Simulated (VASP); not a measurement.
# Si (a cell with a defect) in VASP: further runs

Runs on Si (a cell with a defect). Level: PBEsol. Tasks: single point.

Program: VASP 6.6.1. These are calculated values, not measurements. Logs are shortened: lines on timing, memory, paths and dates and some standing lists are left out, and cuts for length are marked.

### 1 The cell of the first run

The cell holds a defect, 17 atoms: a = 7.679 Å, b = 7.679 Å, c = 7.679 Å, α = 60.00°, β = 60.00°, γ = 60.00°.

### 2 Single point, PBEsol

Contents of INCAR:

```
  PREC = Accurate
  ENCUT = 520
  EDIFF = 1E-6
  ISMEAR = 0
  SIGMA = 0.02
  LREAL = Auto
  LASPH = T
  NELM = 60
  ALGO = Normal
  ISIF = 2
  LWAVE = F
  LCHARG = T
  GGA = PS
  LELF = T
  LVHAR = T
  NBANDS = 48
```

Contents of KPOINTS:

```
regular mesh
0
Gamma
  2 2 2
```

Contents of POSCAR:

```
Si
1.0
    0.0000000000      5.4300000000      5.4300000000
    5.4300000000      0.0000000000      5.4300000000
    5.4300000000      5.4300000000      0.0000000000
Si
17
Direct
   -0.0401295580      0.0132586556      0.0134105893
    0.1197805709      0.1171827808      0.1173164825
    0.0059969613     -0.0126654696      0.5032872007
    0.1196379374      0.1172893186      0.6456576427
    0.0060368324      0.5031558011     -0.0125519337
    0.1196988950      0.6455149171      0.1173970534
    0.0059422652      0.5032150092      0.5033245856
    0.1497051565      0.6166648250      0.6167707182
    0.4985767956     -0.0044473297     -0.0043169429
    0.5886956722      0.1369908840      0.1371315838
    0.4984300184     -0.0043721915      0.5101607735
    0.6341116022      0.1184981584      0.6236432781
    0.4984891344      0.5100106814     -0.0042615101
    0.6341496317      0.6235148250      0.1186081952
    0.5234141805      0.4921005525      0.4922134438
    0.6340534991      0.6235831492      0.6236918048
    1.1986743094      0.2669837017      0.2671304788
```

Potentials or basis: VASP PAW PBE potentials, release 64 (Si).

Command:

```bash
cat potpaw_PBE.64/Si/POTCAR > POTCAR
mpirun -np 1 vasp_std > vasp.out
```

OUTCAR:

```text
PREC = Accurate
   ENCUT = 520
   EDIFF = 1E-6
   ISMEAR = 0
   LREAL = Auto
   LASPH = T
   NELM = 60
   ISIF = 2
   GGA = PS

 ion  position               nearest neighbor table
   1  0.960  0.013  0.013-   6 2.32   4 2.32   2 2.32  10 2.33
   2  0.120  0.117  0.117-   1 2.32   9 2.38  17 2.39   3 2.42   5 2.42
   3  0.006  0.987  0.503-   8 2.33  12 2.33   2 2.42   4 2.42  17 2.59
   4  0.120  0.117  0.646-   1 2.32  11 2.38  17 2.39   7 2.42   3 2.42
   5  0.006  0.503  0.987-   8 2.33  14 2.33   6 2.42   2 2.42  17 2.59
   6  0.120  0.646  0.117-   1 2.32  13 2.38  17 2.39   7 2.42   5 2.42
   7  0.006  0.503  0.503-   8 2.33  16 2.33   6 2.42   4 2.42  17 2.59
   8  0.150  0.617  0.617-   7 2.33   3 2.33   5 2.33  15 2.34
   9  0.499  0.996  0.996-  14 2.33  12 2.33  10 2.35   2 2.38  17 2.96
  10  0.589  0.137  0.137-   1 2.33   9 2.35  13 2.35  11 2.35  17 2.45
  11  0.498  0.996  0.510-  12 2.33  16 2.33  10 2.35   4 2.38  17 2.96
  12  0.634  0.118  0.624-   3 2.33  11 2.33   9 2.33  15 2.34
  13  0.498  0.510  0.996-  14 2.33  16 2.33  10 2.35   6 2.38  17 2.96
  14  0.634  0.624  0.119-   5 2.33  13 2.33   9 2.33  15 2.34
  15  0.523  0.492  0.492-   8 2.34  12 2.34  16 2.34  14 2.34
  16  0.634  0.624  0.624-   7 2.33  13 2.33  11 2.33  15 2.34
  17  0.199  0.267  0.267-   4 2.39   2 2.39   6 2.39  10 2.45   3 2.59   5 2.59   7 2.59  11 2.96
                            13 2.96   9 2.96

  LATTYP: Found a face centered cubic cell.
 ALAT       =    10.8600000000

  Lattice vectors:

 A1 = (   0.0000000000,   5.4300000000,   5.4300000000)
 A2 = (   5.4300000000,   0.0000000000,   5.4300000000)
 A3 = (   5.4300000000,   5.4300000000,   0.0000000000)

Analysis of symmetry for initial positions (statically):
=====================================================================
 Subroutine PRICEL returns:
 Original cell was already a primitive cell.

 Routine SETGRP: Setting up the symmetry group for a
 face centered cubic supercell.

 Subroutine GETGRP returns: Found  1 space group operations
 (whereof  1 operations were pure point group operations)
 out of a pool of 48 trial point group operations.

The static configuration has the point symmetry C_1 .

Analysis of symmetry for dynamics (positions and initial velocities):
=====================================================================
 Subroutine PRICEL returns:
 Original cell was already a primitive cell.

 Routine SETGRP: Setting up the symmetry group for a
 face centered cubic supercell.

 Subroutine GETGRP returns: Found  1 space group operations
 (whereof  1 operations were pure point group operations)
 out of a pool of 48 trial point group operations.

The dynamic configuration has the point symmetry C_1 .

 Subroutine INISYM returns: Found  1 space group operations
 (whereof  1 operations are pure point group operations),
 and found     1 'primitive' translations

----------------------------------------------------------------------------------------

                                     Primitive cell

  volume of cell :     320.2060

  direct lattice vectors                    reciprocal lattice vectors
     0.000000000  5.430000000  5.430000000    -0.092081031  0.092081031  0.092081031
     5.430000000  0.000000000  5.430000000     0.092081031 -0.092081031  0.092081031
     5.430000000  5.430000000  0.000000000     0.092081031  0.092081031 -0.092081031

  length of vectors
     7.679179644  7.679179644  7.679179644     0.159489025  0.159489025  0.159489025

  position of ions in fractional coordinates (direct lattice)
     0.959870442  0.013258656  0.013410589
     0.119780571  0.117182781  0.117316483
     0.005996961  0.987334530  0.503287201
     0.119637937  0.117289319  0.645657643
     0.006036832  0.503155801  0.987448066
     0.119698895  0.645514917  0.117397053
[... 9 lines left out ...]
     0.634053499  0.623583149  0.623691805
     0.198674309  0.266983702  0.267130479

  ion indices of the primitive-cell ions
   primitive index   ion index
                 1           1
                 2           2
                 3           3
                 4           4
                 5           5
                 6           6
[... 9 lines left out ...]
                16          16
                17          17

----------------------------------------------------------------------------------------

 KPOINTS: regular mesh

Automatic generation of k-mesh.
 Grid dimensions read from file:
 generate k-points for:    2    2    2

 Generating k-lattice:

  Cartesian coordinates                     Fractional coordinates (reciprocal lattice)
    -0.046040516  0.046040516  0.046040516     0.500000000  0.000000000  0.000000000
     0.046040516 -0.046040516  0.046040516     0.000000000  0.500000000  0.000000000
     0.046040516  0.046040516 -0.046040516     0.000000000  0.000000000  0.500000000

  Length of vectors
     0.079744512  0.079744512  0.079744512

  Shift w.r.t. Gamma in fractional coordinates (k-lattice)
     0.000000000  0.000000000  0.000000000

 Subroutine IBZKPT returns following result:
 ===========================================

 Found      8 irreducible k-points:

 Following reciprocal coordinates:
            Coordinates               Weight
  0.000000  0.000000  0.000000      1.000000
  0.500000  0.000000  0.000000      1.000000
  0.000000  0.500000  0.000000      1.000000
  0.000000  0.000000  0.500000      1.000000
  0.500000  0.500000  0.500000      1.000000
  0.500000  0.500000  0.000000      1.000000
  0.000000  0.500000  0.500000      1.000000
  0.500000  0.000000  0.500000      1.000000
   k-points           NKPTS =      8   k-points in BZ     NKDIM =      8   number of bands    NBANDS=     48
   number of dos      NEDOS =    301   number of ions     NIONS =     17
   total plane-waves  NPLWV = 216000
   dimension x,y,z NGX =    60 NGY =   60 NGZ =   60
   dimension x,y,z NGXF=   120 NGYF=  120 NGZF=  120
   ions per type =              17
   NGX,Y,Z   is equivalent  to a cutoff of  12.99, 12.99, 12.99 a.u.
   NGXF,Y,Z  is equivalent  to a cutoff of  25.98, 25.98, 25.98 a.u.
 SYSTEM =  unknown system
   PREC   = accura    normal or accurate (medium, high low for compatibility)
   ISTART =      0    job   : 0-new  1-cont  2-samecut
   ICHARG =      2    charge: 1-file 2-atom 10-const
   ISPIN  =      1    spin polarized calculation?
   LNONCOLLINEAR =      F non collinear calculations
   LSORBIT =      F    spin-orbit coupling
   LASPH  =      T    aspherical Exc in radial PAW
   ENCUT  =  520.0 eV  38.22 Ry    6.18 a.u.  14.28 14.28 14.28*2*pi/ulx,y,z
   NELM   =     60;   NELMIN=  2; NELMDL= -5     # of ELM steps
   EDIFF  = 0.1E-05   stopping-criterion for ELM
   LREAL  =      T    real-space projection
   EDIFFG = 0.1E-04   stopping-criterion for IOM
   NSW    =      0    number of steps for IOM
   IBRION =     -1    ionic relax: 0-MD 1-quasi-New 2-CG
   NFREE  =      0    steps in history (QN), initial steepest desc. (CG)
   ISIF   =      2    stress and relaxation
   ISYM   =      2    0-nonsym 1-usesym 2-fastsym
   POTIM  = 0.5000    time-step for ionic-motion
   TEBEG  =    0.0;   TEEND  =   0.0 temperature during run
   PSTRESS=    0.0 pullay stress
   NELECT =      68.0000    total number of electrons
   NUPDOWN=      -1.0000    fix difference up-down
   EMIN   =  10.00;   EMAX   =-10.00  energy-range for DOS
   EFERMI =   0.00;   METHOD = LEGACY
   ISMEAR =     0;   SIGMA  =   0.02  broadening in eV -4-tet -1-fermi 0-gaus
   EFERMI_NEDOS =   21; number of points for ismear=-14 and -15
   IALGO  =     38    algorithm
   IMIX   =      4    mixing-type and parameters
     AMIX     =   0.40;   BMIX     =  1.00
     AMIX_MAG =   1.60;   BMIX_MAG =  1.00
  volume/ion in A,a.u.               =      18.84       127.11
  Fermi-wavevector in a.u.,A,eV,Ry     =   0.976715  1.845724 12.979587  0.953973
  Thomas-Fermi vector in A             =   2.107356
   LORBIT       =      0    0 simple, 1 ext, 2 COOP (PROOUT), +10 PAW based schemes
   GGA     = PS    functional components
   LHFCALC =     F    Hartree Fock is set to
   AEXX    =    0.0000 exact exchange contribution
   IVDW    =     0    specifies the selected vdW correction
   LEPSILON=     F    determine dielectric tensor
   LRPA    =     F    only Hartree local field effects (RPA)
 non-spin polarized calculation
 Gauss-broadening in eV      SIGMA  =   0.02
  energy-cutoff  :      520.00
  volume of cell :      320.21
 maximum number of plane-waves:      8646
 NGX is ok and might be reduce to    60
   NGX = 29   NGY = 29   NGZ = 29

 number of electron      68.0000000 magnetization

 Free energy of the ion-electron system (eV)
  ---------------------------------------------------
  ext. energy  EPLUGINS =         0.00000000
  ---------------------------------------------------
  free energy    TOTEN  =       -93.81184703 eV

  energy without entropy =      -93.80799019  energy(sigma->0) =      -93.80991861

 E-fermi :   6.7782     XC(G=0):  -9.8123

 val. band max:        6.6404433212   @ k =   0.0000   0.0000   0.0000
 cond. band min:       6.7841516736   @ k =   0.0000   0.5000   0.5000
 fundamental gap:      0.1437083524
 Fermi energy:         6.7781707083

 k-point     1 :       0.0000    0.0000    0.0000
  band No.  band energies     occupation
      1      -6.3651      2.00000
      2      -3.8715      2.00000
      3      -3.6835      2.00000
      4      -3.6835      2.00000
      5      -3.5801      2.00000
      6      -2.8160      2.00000
[... 38 lines left out ...]
     45       8.1229      0.00000
     46       8.8407      0.00000

 k-point     2 :       0.5000    0.0000    0.0000
  band No.  band energies     occupation
      1      -5.9767      2.00000
      2      -4.9670      2.00000
      3      -3.5745      2.00000
      4      -3.4856      2.00000
      5      -3.4855      2.00000
      6      -3.0200      2.00000
[... 38 lines left out ...]
     45       9.7616      0.00000
     46       9.9058      0.00000

 k-point     3 :       0.0000    0.5000    0.0000
  band No.  band energies     occupation
      1      -5.9465      2.00000
      2      -5.0307      2.00000
      3      -3.6479      2.00000
      4      -3.5025      2.00000
      5      -3.3736      2.00000
      6      -3.0177      2.00000
[... 38 lines left out ...]
     45       9.6851      0.00000
     46       9.7833      0.00000

 k-point     4 :       0.0000    0.0000    0.5000
  band No.  band energies     occupation
      1      -5.9465      2.00000
      2      -5.0307      2.00000
      3      -3.6479      2.00000
      4      -3.5024      2.00000
      5      -3.3735      2.00000
      6      -3.0176      2.00000
[... 38 lines left out ...]
     45       9.6850      0.00000
     46       9.7830      0.00000

 k-point     5 :       0.5000    0.5000    0.5000
  band No.  band energies     occupation
      1      -5.9465      2.00000
      2      -5.0307      2.00000
      3      -3.6478      2.00000
      4      -3.5025      2.00000
      5      -3.3736      2.00000
      6      -3.0178      2.00000
[... 38 lines left out ...]
     45       9.6850      0.00000
     46       9.7835      0.00000

 k-point     6 :       0.5000    0.5000    0.0000
  band No.  band energies     occupation
      1      -5.8185      2.00000
      2      -4.7760      2.00000
      3      -4.0615      2.00000
      4      -3.9366      2.00000
      5      -3.8993      2.00000
      6      -3.6848      2.00000
[... 38 lines left out ...]
     45      10.0357      0.00000
     46      10.2281      0.00000

 k-point     7 :       0.0000    0.5000    0.5000
  band No.  band energies     occupation
      1      -5.8185      2.00000
      2      -4.7761      2.00000
      3      -4.0615      2.00000
      4      -3.9367      2.00000
      5      -3.8993      2.00000
      6      -3.6847      2.00000
[... 38 lines left out ...]
     45      10.0354      0.00000
     46      10.2283      0.00000

 k-point     8 :       0.5000    0.0000    0.5000
  band No.  band energies     occupation
      1      -5.8185      2.00000
      2      -4.7760      2.00000
      3      -4.0615      2.00000
      4      -3.9366      2.00000
      5      -3.8993      2.00000
      6      -3.6848      2.00000
[... 38 lines left out ...]
     45      10.0357      0.00000
     46      10.2281      0.00000
 [bands above 46 left out]

------------------------ aborting loop because EDIFF is reached ----------------------------------------

  FORCE on cell =-STRESS in cart. coord.  units (eV):
  Direction    XX          YY          ZZ          XY          YZ          ZX
  --------------------------------------------------------------------------------------
  -------------------------------------------------------------------------------------
  Total        6.3385448      6.3465144      6.3451878      0.4930700     -0.4907256      0.4943708
  in kB       31.7154342     31.7553108     31.7486730      2.4671167     -2.4553863      2.4736255
  external PRESSURE =      31.7398060 kB  Pullay stress =       0.0000000 kB

 VOLUME and BASIS-vectors are now :
 -----------------------------------------------------------------------------
  energy-cutoff  :      520.00
  volume of cell :      320.21
      direct lattice vectors                 reciprocal lattice vectors
     0.000000000  5.430000000  5.430000000    -0.092081031  0.092081031  0.092081031
     5.430000000  0.000000000  5.430000000     0.092081031 -0.092081031  0.092081031
     5.430000000  5.430000000  0.000000000     0.092081031  0.092081031 -0.092081031

 POSITION                                       TOTAL-FORCE (eV/Angst)
 -----------------------------------------------------------------------------------
      0.14481      5.28492      5.28409        -0.060290      0.060068      0.059594
      1.27333      1.28744      1.28671         0.089303      0.016614      0.016548
      8.09408      2.76541      5.39379         0.024147     -0.024434     -0.022955
      4.14280      4.15555      1.28652        -0.016813     -0.088574      0.015820
      8.09398      5.39462      2.76492         0.023942     -0.023477     -0.024826
      4.14261      1.28743      4.15511        -0.016871      0.016220     -0.089104
[... 9 lines left out ...]
      6.77270      6.82956      6.82897         0.026274     -0.021278     -0.021652
      2.90024      2.52932      2.52852        -0.149534      0.149214      0.149378
 -----------------------------------------------------------------------------------
    total drift:                               -0.007356      0.006643      0.007599

  FREE ENERGIE OF THE ION-ELECTRON SYSTEM (eV)
  ---------------------------------------------------
  free  energy   TOTEN  =       -93.8118470300 eV

  energy  without entropy=      -93.8079901852  energy(sigma->0) =      -93.80991861
```

Run time: 6.8 min. Hardware: 1 thread of Intel Xeon 8259CL, shared host; peak memory 0.47 GiB.

What came out:

```
Free energy            : -93.8118 eV
Pressure               : 3.2 GPa
Largest force          : 0.259 eV/Å
Band gap on the k mesh : zero (bands 34 and 35 overlap by 0.14 eV)
```

Forces on the atoms (eV/Å):
```
Si  -0.060  0.060  0.060
Si   0.089  0.017  0.017
Si   0.024 -0.024 -0.023
Si  -0.017 -0.089  0.016
Si   0.024 -0.023 -0.025
Si  -0.017  0.016 -0.089
Si   0.023 -0.024 -0.024
Si   0.042 -0.042 -0.041
Si   0.032  0.002  0.003
Si  -0.092  0.092  0.092
Si  -0.003 -0.032  0.003
Si   0.022 -0.022 -0.026
Si  -0.003  0.003 -0.032
Si   0.022 -0.026 -0.022
Si   0.036 -0.036 -0.036
Si   0.026 -0.021 -0.022
Si  -0.150  0.149  0.149
```

Caveat: the k points lie up to 0.50 Å⁻¹ apart; the PAW data sets were made with another functional, which shifts forces and pressure a little.

(Part 1 of 2 ends here.)

The gap in the log of VASP goes by the Fermi energy; the results here count the filled bands.